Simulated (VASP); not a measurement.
Write the native input for VASP 6.6.1 that does the following.

| Item | Value |
| --- | --- |
| Task | single point |
| Functional | PBEsol |
| Potentials or basis | VASP PAW PBE potentials, release 64 (Ga_d, P) |
| Cutoff | 520 eV |
| k mesh | 8 × 8 × 8 |
| Occupations | gaussian, width 0.02 eV |
| Spin | no spin polarisation |
| Dipole correction | no |
| Further INCAR settings | ALGO = Normal; EDIFF = 1e-06; NBANDS = 16 |

The structure of GaP lies in POSCAR:

```
GaP
1.0
    0.0000000000      2.7192244558      2.7192244558
    2.7192244558      0.0000000000      2.7192244558
    2.7192244558      2.7192244558      0.0000000000
Ga P
1 1
Direct
    0.0000000000      0.0000000000      0.0000000000
    0.2500000000      0.2500000000      0.2500000000
```

The input as run:

INCAR

```
  ALGO = Normal
  EDIFF = 1E-6
  ENCUT = 520
  GGA = PS
  ISIF = 2
  ISMEAR = 0
  LASPH = T
  LCHARG = F
  LREAL = F
  LWAVE = F
  NBANDS = 16
  NELM = 60
  PREC = Accurate
  SIGMA = 0.02
```

KPOINTS

```
k-points
0
Gamma
  8 8 8
```

Potentials or basis: VASP PAW PBE potentials, release 64 (Ga_d, P).

Command:

```console
$ cat potpaw_PBE.64/Ga_d/POTCAR potpaw_PBE.64/P/POTCAR > POTCAR
$ mpirun -np 1 vasp_std > vasp.out
```

It gave:

```
Pressure               : -0.1 GPa
Band gap on the k mesh : 1.50 eV, indirect (least direct gap 1.80 eV)
```

Caveat: the PAW data sets were made with another functional, which shifts forces and pressure a little.

Wall time 28 s on 1 thread of Intel(R) Xeon(R) Platinum 8259CL CPU @ 2.50GHz (Skylake/Cascade Lake), on a shared host, peak memory 0.17 GiB.
